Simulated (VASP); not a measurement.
# WS2 (P1) in VASP: single point with LDA

Aim: the single point of WS2 with LDA.

All numbers are computed with VASP 6.6.1; they aren't measurements. Logs are shortened: lines on timing, memory, paths and dates and some standing lists are left out, and cuts for length are marked.

### 1 The cell of the first run

The typed cell holds 12 atoms: a = 3.047 Å, b = 5.435 Å, c = 12.172 Å, α = 90.42°, β = 92.02°, γ = 90.56°.

### 2 Single point, LDA (atoms moved at random and the cell strained at random)

File INCAR:

```
SYSTEM = WS2
PREC = Accurate ; ENCUT = 520
EDIFF = 1E-7 ; ISMEAR = 0
SIGMA = 0.05 ; LREAL = .FALSE.
LASPH = .TRUE. ; NELM = 100
ALGO = Normal ; ISIF = 2
LWAVE = .FALSE. ; LCHARG = .TRUE.
GGA = CA ; LELF = .TRUE.
LVHAR = .TRUE. ; NBANDS = 64
```

File KPOINTS:

```
Automatic mesh
0
G
  8 6 2
  0 0 0
```

File POSCAR:

```
WS2
1.0
    3.0468771870     -0.0152363639     -0.0544278995
   -0.0263901564      5.4353162214     -0.0203000782
   -0.2115918042     -0.0455632140     12.1699953998
W S
4 8
Direct
    0.0120718422      0.3367677966      0.2543594012
    0.4875421304      0.8305889243      0.2556616058
    0.5095887292      0.1635208793      0.7488391691
    0.9945052910      0.6528965211      0.7489434578
   -0.0120163235      0.3233486302      0.6185115375
    0.5035333713      0.8431983219      0.6263987618
    0.5338979201      0.1641132654      0.1236221594
    1.0038577489      0.6671318166      0.1173095763
    0.0084857604      0.3284814120      0.8850134879
    0.4810896243      0.8478311728      0.8737270430
    0.5001294481      0.1713881060      0.3745809412
    0.9773144576      0.6707331538      0.3730328590
```

Potentials or basis: VASP PAW LDA potentials, release 64 (W_sv, S).

Command:

```
$ cat potpaw_LDA.64/W_sv/POTCAR potpaw_LDA.64/S/POTCAR > POTCAR
$ mpirun -np 1 vasp_std > vasp.out
```

OUTCAR:

```text
SYSTEM = WS2
   PREC = Accurate
   ENCUT = 520
   EDIFF = 1E-7
   ISMEAR = 0
   LREAL = .FALSE.
   LASPH = .TRUE.
   NELM = 100
   ISIF = 2
   GGA = CA

 ion  position               nearest neighbor table
   1  0.012  0.337  0.254-  11 2.25   7 2.31  12 2.32  11 2.35   8 2.46   7 2.48   2 3.04   2 3.12
                             2 3.14   2 3.17
   2  0.488  0.831  0.256-  12 2.22  12 2.32  11 2.34   8 2.36   7 2.44   8 2.51   1 3.04   1 3.12
                             1 3.14   1 3.17
   3  0.510  0.164  0.749-   6 2.28  10 2.30   5 2.36   9 2.37   5 2.38   9 2.46   4 3.03   4 3.10
                             4 3.16   4 3.18
   4  0.995  0.653  0.749-  10 2.33   6 2.33   5 2.38   6 2.42   9 2.43  10 2.46   3 3.03   3 3.10
                             3 3.16   3 3.18
   5  0.988  0.323  0.619-   3 2.36   3 2.38   4 2.38
   6  0.504  0.843  0.626-   3 2.28   4 2.33   4 2.42
   7  0.534  0.164  0.124-   1 2.31   2 2.44   1 2.48
   8  0.004  0.667  0.117-   2 2.36   1 2.46   2 2.51
   9  0.008  0.328  0.885-   3 2.37   4 2.43   3 2.46
  10  0.481  0.848  0.874-   3 2.30   4 2.33   4 2.46
  11  0.500  0.171  0.375-   1 2.25   2 2.34   1 2.35
  12  0.977  0.671  0.373-   2 2.22   2 2.32   1 2.32

  LATTYP: Found a triclinic cell.
 ALAT       =     3.0474013742
 B/A-ratio  =     4.0831677123
 C/A-ratio  =     1.7836239891
 COS(alpha) =     0.0096289347
 COS(beta)  =     0.0097873763
 COS(gamma) =     0.2104558151

  Lattice vectors:

 A1 = (   3.0468771870,  -0.0152363639,  -0.0544278995)
 A2 = (   2.8352853828,  -0.0607995779,  12.1155675003)
 A3 = (   0.0263901564,  -5.4353162214,   0.0203000782)

Analysis of symmetry for initial positions (statically):
=====================================================================
 Subroutine PRICEL returns:
 Original cell was already a primitive cell.

 Routine SETGRP: Setting up the symmetry group for a
 triclinic supercell.

 Subroutine GETGRP returns: Found  1 space group operations
 (whereof  1 operations were pure point group operations)
 out of a pool of  2 trial point group operations.

The static configuration has the point symmetry C_1 .

Analysis of symmetry for dynamics (positions and initial velocities):
=====================================================================
 Subroutine PRICEL returns:
 Original cell was already a primitive cell.

 Routine SETGRP: Setting up the symmetry group for a
 triclinic supercell.

 Subroutine GETGRP returns: Found  1 space group operations
 (whereof  1 operations were pure point group operations)
 out of a pool of  2 trial point group operations.

The dynamic configuration has the point symmetry C_1 .

 Subroutine INISYM returns: Found  1 space group operations
 (whereof  1 operations are pure point group operations),
 and found     1 'primitive' translations

----------------------------------------------------------------------------------------

                                     Primitive cell

  volume of cell :     201.4737

  direct lattice vectors                    reciprocal lattice vectors
     3.046877187 -0.015236364 -0.054427900     0.328315047  0.001615414  0.005714248
    -0.026390156  5.435316221 -0.020300078     0.000932660  0.183989097  0.000705052
    -0.211591804 -0.045563214 12.169995400     0.001469880  0.000314126  0.082196032

  length of vectors
     3.047401374  5.435418196 12.171919944     0.328368745  0.183992812  0.082209773

  position of ions in fractional coordinates (direct lattice)
     0.012071842  0.336767797  0.254359401
     0.487542130  0.830588924  0.255661606
     0.509588729  0.163520879  0.748839169
     0.994505291  0.652896521  0.748943458
     0.987983677  0.323348630  0.618511537
     0.503533371  0.843198322  0.626398762
     0.533897920  0.164113265  0.123622159
     0.003857749  0.667131817  0.117309576
     0.008485760  0.328481412  0.885013488
     0.481089624  0.847831173  0.873727043
     0.500129448  0.171388106  0.374580941
     0.977314458  0.670733154  0.373032859

  ion indices of the primitive-cell ions
   primitive index   ion index
                 1           1
                 2           2
                 3           3
                 4           4
                 5           5
                 6           6
                 7           7
                 8           8
                 9           9
                10          10
                11          11
                12          12

----------------------------------------------------------------------------------------

 KPOINTS: Automatic mesh

Automatic generation of k-mesh.
 Grid dimensions read from file:
 generate k-points for:    8    6    2

 Generating k-lattice:

  Cartesian coordinates                     Fractional coordinates (reciprocal lattice)
     0.041039381  0.000201927  0.000714281     0.125000000 -0.000000000 -0.000000000
     0.000155443  0.030664850  0.000117509     0.000000000  0.166666667 -0.000000000
     0.000734940  0.000157063  0.041098016     0.000000000  0.000000000  0.500000000

  Length of vectors
     0.041046093  0.030665469  0.041104887

  Shift w.r.t. Gamma in fractional coordinates (k-lattice)
     0.000000000  0.000000000  0.000000000

 Subroutine IBZKPT returns following result:
 ===========================================

 Found     52 irreducible k-points:

 Following reciprocal coordinates:
            Coordinates               Weight
  0.000000  0.000000  0.000000      1.000000
  0.125000 -0.000000  0.000000      2.000000
  0.250000 -0.000000  0.000000      2.000000
  0.375000 -0.000000  0.000000      2.000000
  0.500000 -0.000000  0.000000      1.000000
  0.000000  0.166667  0.000000      2.000000
[... 16 lines left out ...]
  0.125000  0.500000 -0.000000      2.000000
  0.250000  0.500000  0.000000      2.000000
 [... further k-points ...]
   k-points           NKPTS =     52   k-points in BZ     NKDIM =     52   number of bands    NBANDS=     64
   number of dos      NEDOS =    301   number of ions     NIONS =     12
   total plane-waves  NPLWV =  92160
   dimension x,y,z NGX =    24 NGY =   40 NGZ =   96
   dimension x,y,z NGXF=    48 NGYF=   80 NGZF=  192
   ions per type =               4   8
   NGX,Y,Z   is equivalent  to a cutoff of  13.09, 12.23, 13.11 a.u.
   NGXF,Y,Z  is equivalent  to a cutoff of  26.19, 24.47, 26.22 a.u.
 SYSTEM =  WS2
   PREC   = accura    normal or accurate (medium, high low for compatibility)
   ISTART =      0    job   : 0-new  1-cont  2-samecut
   ICHARG =      2    charge: 1-file 2-atom 10-const
   ISPIN  =      1    spin polarized calculation?
   LNONCOLLINEAR =      F non collinear calculations
   LSORBIT =      F    spin-orbit coupling
   LASPH  =      T    aspherical Exc in radial PAW
   ENCUT  =  520.0 eV  38.22 Ry    6.18 a.u.   5.67 10.11 22.63*2*pi/ulx,y,z
   NELM   =    100;   NELMIN=  2; NELMDL= -5     # of ELM steps
   EDIFF  = 0.1E-06   stopping-criterion for ELM
   LREAL  =      F    real-space projection
   EDIFFG = 0.1E-05   stopping-criterion for IOM
   NSW    =      0    number of steps for IOM
   IBRION =     -1    ionic relax: 0-MD 1-quasi-New 2-CG
   NFREE  =      0    steps in history (QN), initial steepest desc. (CG)
   ISIF   =      2    stress and relaxation
   ISYM   =      2    0-nonsym 1-usesym 2-fastsym
   POTIM  = 0.5000    time-step for ionic-motion
   TEBEG  =    0.0;   TEEND  =   0.0 temperature during run
   PSTRESS=    0.0 pullay stress
   NELECT =     104.0000    total number of electrons
   NUPDOWN=      -1.0000    fix difference up-down
   EMIN   =  10.00;   EMAX   =-10.00  energy-range for DOS
   EFERMI =   0.00;   METHOD = LEGACY
   ISMEAR =     0;   SIGMA  =   0.05  broadening in eV -4-tet -1-fermi 0-gaus
   EFERMI_NEDOS =   21; number of points for ismear=-14 and -15
   IALGO  =     38    algorithm
   IMIX   =      4    mixing-type and parameters
     AMIX     =   0.40;   BMIX     =  1.00
     AMIX_MAG =   1.60;   BMIX_MAG =  1.00
  volume/ion in A,a.u.               =      16.79       113.30
  Fermi-wavevector in a.u.,A,eV,Ry     =   1.313247  2.481677 23.464856  1.724618
  Thomas-Fermi vector in A             =   2.443583
   LORBIT       =      0    0 simple, 1 ext, 2 COOP (PROOUT), +10 PAW based schemes
   GGA     = CA    functional components
   LHFCALC =     F    Hartree Fock is set to
   AEXX    =    0.0000 exact exchange contribution
   IVDW    =     0    specifies the selected vdW correction
   LEPSILON=     F    determine dielectric tensor
   LRPA    =     F    only Hartree local field effects (RPA)
 non-spin polarized calculation
 Gauss-broadening in eV      SIGMA  =   0.05
  energy-cutoff  :      520.00
  volume of cell :      201.47
 maximum number of plane-waves:      5450
   NGX = 11   NGY = 21   NGZ = 45

 number of electron     104.0000002 magnetization

 Free energy of the ion-electron system (eV)
  ---------------------------------------------------
  ext. energy  EPLUGINS =         0.00000000
  ---------------------------------------------------
  free energy    TOTEN  =      -103.84409381 eV

  energy without entropy =     -103.84409381  energy(sigma->0) =     -103.84409381

 E-fermi :   8.3568     XC(G=0): -11.5077

 val. band max:        8.1112247928   @ k =   0.0000   0.0000   0.0000
 cond. band min:       8.7679470482   @ k =   0.3750  -0.0000   0.0000
 fundamental gap:      0.6567222554
 Fermi energy:         8.3567605529

 k-point     1 :       0.0000    0.0000    0.0000
  band No.  band energies     occupation
      1     -66.0527      2.00000
      2     -66.0368      2.00000
      3     -66.0114      2.00000
      4     -66.0025      2.00000
      5     -30.8751      2.00000
      6     -30.8638      2.00000
[... 56 lines left out ...]
     63      11.0195      0.00000
     64      11.1832      0.00000

 k-point     2 :       0.1250   -0.0000    0.0000
  band No.  band energies     occupation
      1     -66.0499      2.00000
      2     -66.0335      2.00000
      3     -66.0099      2.00000
      4     -66.0006      2.00000
      5     -30.8535      2.00000
      6     -30.8421      2.00000
[... 56 lines left out ...]
     63      11.1305      0.00000
     64      11.1995      0.00000

 k-point     3 :       0.2500   -0.0000    0.0000
  band No.  band energies     occupation
      1     -66.0431      2.00000
      2     -66.0252      2.00000
      3     -66.0066      2.00000
      4     -65.9960      2.00000
      5     -30.7964      2.00000
      6     -30.7836      2.00000
[... 1396 lines left out ...]
     63      10.9678      0.00000
     64      11.2390      0.00000

 k-point    24 :       0.2500    0.5000    0.0000
  band No.  band energies     occupation
      1     -66.0415      2.00000
      2     -66.0189      2.00000
      3     -66.0129      2.00000
      4     -65.9977      2.00000
      5     -30.7426      2.00000
      6     -30.7178      2.00000
[... 56 lines left out ...]
     63      11.2197      0.00000
     64      11.4827      0.00000

 [... further k-points ...]

------------------------ aborting loop because EDIFF is reached ----------------------------------------

  FORCE on cell =-STRESS in cart. coord.  units (eV):
  Direction    XX          YY          ZZ          XY          YZ          ZX
  --------------------------------------------------------------------------------------
  -------------------------------------------------------------------------------------
  Total       13.1806658      5.8211110      8.5933603      0.9379822     -0.4756010     10.6474429
  in kB      104.8164780     46.2911635     68.3368936      7.4591065     -3.7821171     84.6715545
  external PRESSURE =      73.1481784 kB  Pullay stress =       0.0000000 kB

 VOLUME and BASIS-vectors are now :
 -----------------------------------------------------------------------------
  energy-cutoff  :      520.00
  volume of cell :      201.47
      direct lattice vectors                 reciprocal lattice vectors
     3.046877187 -0.015236364 -0.054427900     0.328315047  0.001615414  0.005714248
    -0.026390156  5.435316221 -0.020300078     0.000932660  0.183989097  0.000705052
    -0.211591804 -0.045563214 12.169995400     0.001469880  0.000314126  0.082196032

 POSITION                                       TOTAL-FORCE (eV/Angst)
 -----------------------------------------------------------------------------------
     -0.02593      1.81867      3.08806        -0.299217      0.298827     -2.953342
      1.40947      4.49544      3.06800         0.053161      1.104037     -3.944225
      1.38989      0.84690      9.08231        -1.002908      1.478494      0.954887
      2.85444      3.49942      9.04726        -0.024346      0.952161      0.631279
      2.87086      1.71427      7.46694         0.238167      0.315555     -0.149356
      1.37941      4.54684      7.57875        -0.786783     -1.543838     -1.579457
      1.59623      0.87824      1.47209        -1.376107     -0.223507      0.150776
     -0.03067      3.62067      1.41390        -0.841769     -0.217181      1.054722
     -0.17008      1.74495     10.76348         0.496790      0.264701     -0.888765
      1.25857      4.56109     10.58986         1.091340     -1.445372      1.032143
      1.44005      0.90686      4.52795         1.097724     -0.445860      2.465148
      2.88113      3.61376      4.47300         1.353948     -0.538018      3.226187
 -----------------------------------------------------------------------------------
    total drift:                                0.000136     -0.000446     -0.000209

  FREE ENERGIE OF THE ION-ELECTRON SYSTEM (eV)
  ---------------------------------------------------
  free  energy   TOTEN  =      -103.8440938077 eV

  energy  without entropy=     -103.8440938077  energy(sigma->0) =     -103.84409381
```

It took 11 min on 1 thread of Oxide Virtual Turin-like, shared host; peak memory 0.51 GiB.

What came out:

| Property | Result |
| --- | --- |
| Free energy | -103.8441 eV |
| Pressure | 7.3 GPa |
| Largest force | 4.096 eV/Å |
| Band gap on the k mesh | 0.66 eV |

Forces on the atoms (eV/Å):
```
W   -0.299  0.299 -2.953
W    0.053  1.104 -3.944
W   -1.003  1.478  0.955
W   -0.024  0.952  0.631
S    0.238  0.316 -0.149
S   -0.787 -1.544 -1.579
S   -1.376 -0.224  0.151
S   -0.842 -0.217  1.055
S    0.497  0.265 -0.889
S    1.091 -1.445  1.032
S    1.098 -0.446  2.465
S    1.354 -0.538  3.226
```

Stress tensor (GPa, compression positive):
```
10.48  0.75  8.47
 0.75  4.63 -0.38
 8.47 -0.38  6.83
```

Caveat: the cell differs from its parent crystal (atoms moved at random and the cell strained at random); the cell stands under pressure; spin-orbit coupling is left out, which moves the levels of the heavy elements; forces of over 1 eV/Å act on the atoms, so gaps and moduli don't describe the material at rest. A k mesh can miss the band edges.
